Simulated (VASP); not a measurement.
Here is a VASP 6.6.1 calculation.

POSCAR

```
Ca
1.0
    0.0000000000      2.7942000000      2.7942000000
    2.5846350000      0.0000000000      2.7942000000
    2.5846350000      2.7942000000      0.0000000000
Ca
1
Direct
    0.0000000000      0.0000000000      0.0000000000
```

File INCAR.step1:

```
SYSTEM = Ca
ALGO     = Normal         ! electronic algorithm
EDIFF    = 1E-4           ! SCF threshold, eV
ENCUT    = 520            ! plane-wave cutoff, eV
GGA      = PE             ! functional
ISMEAR   = 0              ! smearing method
LASPH    = .TRUE.         ! aspherical terms in the spheres
LCHARG   = .FALSE.        ! write CHGCAR
LREAL    = .FALSE.        ! projectors in reciprocal space
LWAVE    = .TRUE.         ! write WAVECAR
NBANDS   = 11             ! bands
NELM     = 80             ! most SCF steps
PREC     = Accurate       ! precision mode
SIGMA    = 0.15           ! smearing width, eV
```

The input INCAR.step2:

```
SYSTEM = Ca
ALGO     = Normal         ! electronic algorithm
EDIFF    = 1E-6           ! SCF threshold, eV
ENCUT    = 520            ! plane-wave cutoff, eV
ISIF     = 2              ! what is computed and relaxed
ISMEAR   = 0              ! smearing method
ISTART   = 1            
LASPH    = .TRUE.         ! aspherical terms in the spheres
LCHARG   = .FALSE.        ! write CHGCAR
LMIXTAU  = .TRUE.       
LREAL    = .FALSE.        ! projectors in reciprocal space
LWAVE    = .FALSE.        ! write WAVECAR
METAGGA  = R2SCAN         ! meta-GGA
NBANDS   = 11             ! bands
NELM     = 80             ! most SCF steps
PREC     = Accurate       ! precision mode
SIGMA    = 0.15           ! smearing width, eV
```

KPOINTS

```
k-points
0
G
  14 14 14
  0 0 0
```

Potentials or basis: VASP PAW PBE potentials, release 64 (Ca_sv).

Command:

```bash
$ cat potpaw_PBE.64/Ca_sv/POTCAR > POTCAR
$ cp INCAR.step1 INCAR
$ mpirun -np 1 vasp_std > vasp.out
$ cp INCAR.step2 INCAR
$ mpirun -np 1 vasp_std > vasp.out
```

Predict the band gap on the k mesh.

zero (bands 5 and 6 overlap by 0.44 eV).

Predict the pressure.

1.4 GPa.

Stress tensor (GPa, compression positive):
```
1.63 0.00 0.00
0.00 1.27 0.00
0.00 0.00 1.27
```

Caveat: the cell differs from its parent crystal (strain -0.0750 x Voigt [1, 0, 0, 0, 0, 0]); the PAW data sets were made with another functional, which shifts forces and pressure a little.
